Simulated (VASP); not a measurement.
Al2O3, 40 atoms in the cell. It takes space group R-3c (No. 167, trigonal). The conventional cell has a = 4.774 Å, b = 4.774 Å, c = 13.015 Å, α = 90.00°, β = 90.00°, γ = 120.00°. Al (site symmetry 3) has 6 O at 1.86 to 1.97 Å within 2.5 Å. Within 2.9 Å of O (site symmetry 2) lie 4 Al at 1.86 to 1.97 Å and 12 O at 2.53 to 2.88 Å. 

```yaml
Program: VASP 6.6.1
Task: single point
Functional: PBEsol
Potentials_or_basis: VASP PAW PBE potentials, release 64 (Al, O)
Cutoff: 520 eV
k_mesh: 2 × 2 × 2, shifted
Occupations: gaussian, width 0.02 eV
Spin: no spin polarisation
Dipole_correction: no
Further_INCAR_settings: LREAL = Auto; ALGO = Normal; EDIFF = 1e-07; NBANDS = 122
```

Potentials or basis: VASP PAW PBE potentials, release 64 (Al, O).

Run with:

```sh
$ cat potpaw_PBE.64/Al/POTCAR potpaw_PBE.64/O/POTCAR > POTCAR
$ mpirun -np 1 vasp_std > vasp.out
```

Hardware: 1 thread of Intel Xeon 8259CL (shared host).

Q: How long does it take, and how much memory?

A: Wall time 4.7 min on 1 thread of Intel Xeon 8259CL, with other jobs on the host, peak memory 0.39 GiB. Counts: scf iterations 15, k points 2.
